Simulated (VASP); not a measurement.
# MnF2 (P4_2/mnm) in VASP: single point with PBE

Aim: the single point of MnF2 with PBE.

All numbers are computed with VASP 6.6.1; they aren't measurements. Logs are shortened: lines on timing, memory, paths and dates and some standing lists are left out, and cuts for length are marked.

### Step 1. The cell of the first run

Symmetry: P4_2/mnm, No. 136, tetragonal system. The conventional cell has a = 4.874 Å, b = 4.874 Å, c = 3.311 Å, α = 90.00°, β = 90.00°, γ = 90.00°. Within 2.8 Å of Mn (site symmetry mmm) lie 6 F at 2.10 to 2.13 Å. Within 2.8 Å of F (site symmetry m2m) lie 3 Mn at 2.10 to 2.13 Å and 1 F at 2.68 Å.

### Step 2. Single point, PBE, collinear spin, antiferromagnetic start

Input file INCAR:

```
PREC = Accurate
ENCUT = 520
EDIFF = 1E-6
ISMEAR = 0
SIGMA = 0.1
LREAL = False
LASPH = True
NELM = 150
ALGO = Normal
ISIF = 2
LWAVE = False
LCHARG = False
ISPIN = 2
MAGMOM = 5 -5 0 0 0 0
LORBIT = 11
LMAXMIX = 4
GGA = PE
NBANDS = 40
```

Input file KPOINTS:

```
Automatic mesh
0
Gamma
  4 4 6
```

Input file POSCAR:

```
MnF2
1.0
    4.8738000000      0.0000000000      0.0000000000
    0.0000000000      4.8738000000      0.0000000000
    0.0000000000      0.0000000000      3.3107000000
Mn F
2 4
Direct
    0.0000000000      0.0000000000      0.0000000000
    0.5000000000      0.5000000000      0.5000000000
    0.3053000000      0.3053000000      0.0000000000
    0.1947000000      0.8053000000      0.5000000000
    0.6947000000      0.6947000000      0.0000000000
    0.8053000000      0.1947000000      0.5000000000
```

Potentials or basis: VASP PAW PBE potentials, release 64 (Mn_pv, F).

Launch:

```bash
$ cat potpaw_PBE.64/Mn_pv/POTCAR potpaw_PBE.64/F/POTCAR > POTCAR
$ mpirun -np 1 vasp_std > vasp.out
```

OUTCAR:

```text
PREC = Accurate
   ENCUT = 520
   EDIFF = 1E-6
   ISMEAR = 0
   LREAL = False
   LASPH = True
   NELM = 150
   ISIF = 2
   ISPIN = 2
   LORBIT = 11
   GGA = PE

 ion  position               nearest neighbor table
   1  0.000  0.000  0.000-   3 2.10   5 2.10   4 2.13   6 2.13   4 2.13   6 2.13
   2  0.500  0.500  0.500-   4 2.10   6 2.10   5 2.13   3 2.13   3 2.13   5 2.13
   3  0.305  0.305  0.000-   1 2.10   2 2.13   2 2.13
   4  0.195  0.805  0.500-   2 2.10   1 2.13   1 2.13
   5  0.695  0.695  0.000-   1 2.10   2 2.13   2 2.13
   6  0.805  0.195  0.500-   2 2.10   1 2.13   1 2.13

  LATTYP: Found a simple tetragonal cell.
 ALAT       =     4.8738000000
 C/A-ratio  =     0.6792851574

  Lattice vectors:

 A1 = (   4.8738000000,   0.0000000000,   0.0000000000)
 A2 = (   0.0000000000,   4.8738000000,   0.0000000000)
 A3 = (   0.0000000000,   0.0000000000,   3.3107000000)

Analysis of symmetry for initial positions (statically):
=====================================================================
 Subroutine PRICEL returns:
 Original cell was already a primitive cell.

 Routine SETGRP: Setting up the symmetry group for a
 simple tetragonal supercell.

 Subroutine GETGRP returns: Found 16 space group operations
 (whereof  8 operations were pure point group operations)
 out of a pool of 16 trial point group operations.

The static configuration has the point symmetry D_2h.
 The point group associated with its full space group is D_4h.

Analysis of symmetry for dynamics (positions and initial velocities):
=====================================================================
 Subroutine PRICEL returns:
 Original cell was already a primitive cell.

 Routine SETGRP: Setting up the symmetry group for a
 simple tetragonal supercell.

 Subroutine GETGRP returns: Found 16 space group operations
 (whereof  8 operations were pure point group operations)
 out of a pool of 16 trial point group operations.

The dynamic configuration has the point symmetry D_2h.
 The point group associated with its full space group is D_4h.

Analysis of structural, dynamic, and magnetic symmetry:
=====================================================================
 Subroutine PRICEL returns:
 Original cell was already a primitive cell.

 Routine SETGRP: Setting up the symmetry group for a
 simple tetragonal supercell.

 Subroutine GETGRP returns: Found 16 space group operations
 (whereof  8 operations were pure point group operations)
[... 143 lines left out ...]
  energy-cutoff  :      520.00
  volume of cell :       78.64
 maximum number of plane-waves:      2144
   NGX = 19   NGY = 19   NGZ = 13

 number of electron      54.0000032 magnetization       0.0000000

 number of electron      54.0000032 magnetization      -0.0000000

 Free energy of the ion-electron system (eV)
  ---------------------------------------------------
  ext. energy  EPLUGINS =         0.00000000
  ---------------------------------------------------
  free energy    TOTEN  =       -39.41761278 eV

  energy without entropy =      -39.41761278  energy(sigma->0) =      -39.41761278

 E-fermi :   3.3759     XC(G=0):  -9.7540

 val. band max:        2.7713696195   @ k =   0.5000   0.0000   0.0000
 cond. band min:       4.9604693646   @ k =   0.0000   0.0000   0.0000
 fundamental gap:      2.1890997451
 Fermi energy:         3.3759110329

 spin component 1

 k-point     1 :       0.0000    0.0000    0.0000
  band No.  band energies     occupation
      1     -46.7344      1.00000
      2     -46.6700      1.00000
      3     -46.6574      1.00000
      4     -41.8122      1.00000
      5     -41.7513      1.00000
      6     -41.7384      1.00000
[... 997 lines left out ...]
     38      12.6389      0.00000
     39      12.7445      0.00000
 Fermi energy:         3.3759110329

 spin component 2

 k-point     1 :       0.0000    0.0000    0.0000
  band No.  band energies     occupation
      1     -46.7344      1.00000
      2     -46.6700      1.00000
      3     -46.6574      1.00000
      4     -41.8122      1.00000
      5     -41.7513      1.00000
      6     -41.7384      1.00000
[... 997 lines left out ...]
     38      12.6389      0.00000
     39      12.7445      0.00000
 [bands above 39 left out]

------------------------ aborting loop because EDIFF is reached ----------------------------------------

  FORCE on cell =-STRESS in cart. coord.  units (eV):
  Direction    XX          YY          ZZ          XY          YZ          ZX
  --------------------------------------------------------------------------------------
  -------------------------------------------------------------------------------------
  Total        1.2794344      1.2794344      1.3691794      0.0000000      0.0000000      0.0000000
  in kB       26.0659383     26.0659383     27.8943158      0.0000000      0.0000000      0.0000000
  external PRESSURE =      26.6753974 kB  Pullay stress =       0.0000000 kB

 VOLUME and BASIS-vectors are now :
 -----------------------------------------------------------------------------
  energy-cutoff  :      520.00
  volume of cell :       78.64
      direct lattice vectors                 reciprocal lattice vectors
     4.873800000  0.000000000  0.000000000     0.205178711  0.000000000  0.000000000
     0.000000000  4.873800000  0.000000000     0.000000000  0.205178711  0.000000000
     0.000000000  0.000000000  3.310700000     0.000000000  0.000000000  0.302050926

 POSITION                                       TOTAL-FORCE (eV/Angst)
 -----------------------------------------------------------------------------------
      0.00000      0.00000      0.00000        -0.000000      0.000000      0.000000
      2.43690      2.43690      1.65535        -0.000000      0.000000      0.000000
      1.48797      1.48797      0.00000        -0.075549     -0.075549      0.000000
      0.94893      3.92487      1.65535         0.075549     -0.075549      0.000000
      3.38583      3.38583      0.00000         0.075549      0.075549     -0.000000
      3.92487      0.94893      1.65535        -0.075549      0.075549     -0.000000
 -----------------------------------------------------------------------------------
    total drift:                                0.000000      0.000000      0.000000

  FREE ENERGIE OF THE ION-ELECTRON SYSTEM (eV)
  ---------------------------------------------------
  free  energy   TOTEN  =       -39.4176127830 eV

  energy  without entropy=      -39.4176127830  energy(sigma->0) =      -39.41761278

 total charge

# of ion       s       p       d       tot
------------------------------------------
    1        0.162   6.144   4.960  11.266
    2        0.162   6.144   4.960  11.266
    3        1.735   4.364   0.000   6.100
    4        1.735   4.364   0.000   6.100
    5        1.735   4.364   0.000   6.100
    6        1.735   4.364   0.000   6.100
--------------------------------------------------
tot          7.265  29.746   9.919  46.930

 magnetization (x)

# of ion       s       p       d       tot
------------------------------------------
    1        0.017   0.016   4.503   4.537
    2       -0.017  -0.016  -4.503  -4.537
    3       -0.002  -0.025   0.000  -0.027
    4        0.002   0.025   0.000   0.027
    5       -0.002  -0.025   0.000  -0.027
    6        0.002   0.025   0.000   0.027
--------------------------------------------------
tot         -0.000   0.000   0.000   0.000
```

OSZICAR:

```text
N       E                     dE             d eps       ncg     rms          rms(c)
DAV:   1     0.673040208402E+03    0.67304E+03   -0.30184E+04  3904   0.153E+03
DAV:   2     0.165371314026E+02   -0.65650E+03   -0.61733E+03  3984   0.462E+02
DAV:   3    -0.422539372875E+02   -0.58791E+02   -0.58116E+02  4504   0.150E+02
DAV:   4    -0.431749393966E+02   -0.92100E+00   -0.92043E+00  4024   0.206E+01
DAV:   5    -0.431860552965E+02   -0.11116E-01   -0.11116E-01  4344   0.227E+00    0.205E+01
DAV:   6    -0.392981972563E+02    0.38879E+01   -0.13813E+01  4440   0.288E+01    0.144E+01
DAV:   7    -0.393914200482E+02   -0.93223E-01   -0.11347E+00  3952   0.785E+00    0.102E+01
DAV:   8    -0.391529666861E+02    0.23845E+00   -0.37013E-01  4088   0.521E+00    0.253E+00
DAV:   9    -0.394055409965E+02   -0.25257E+00   -0.11855E-01  4064   0.333E+00    0.100E+00
DAV:  10    -0.394171880395E+02   -0.11647E-01   -0.90849E-03  4288   0.641E-01    0.185E-01
DAV:  11    -0.394173858523E+02   -0.19781E-03   -0.32987E-04  4096   0.134E-01    0.823E-02
DAV:  12    -0.394175950576E+02   -0.20921E-03   -0.11755E-04  3952   0.797E-02    0.365E-02
DAV:  13    -0.394176095915E+02   -0.14534E-04   -0.19411E-05  4272   0.348E-02    0.119E-02
DAV:  14    -0.394176125549E+02   -0.29635E-05   -0.36233E-06  3680   0.119E-02    0.537E-03
DAV:  15    -0.394176127830E+02   -0.22803E-06   -0.45896E-07  2864   0.543E-03
   1 F= -.39417613E+02 E0= -.39417613E+02  d E =-.321373E-18  mag=    -0.0000
```

Wall time 2.1 min (1 thread of AMD EPYC 7R43 (Zen 3), shared host); peak memory 0.24 GiB.

What came out:

* Free energy: -39.4176 eV
* Pressure: 2.7 GPa
* Largest force: 0.107 eV/Å
* Band gap on the k mesh: 2.19 eV (least direct gap 2.25 eV)
* Net moment: 0.00 μB per cell
* Site moments: Mn +4.54, -4.54; F -0.03, +0.03 (each value once) μB
* Valence electrons inside the program's atomic spheres: Mn 11.27; F 6.10

Forces in eV/Å, atoms in the order of the input:
```
Mn   0.000  0.000  0.000
Mn   0.000  0.000  0.000
F   -0.076 -0.076  0.000
F    0.076 -0.076  0.000
F    0.076  0.076  0.000
F   -0.076  0.076  0.000
```
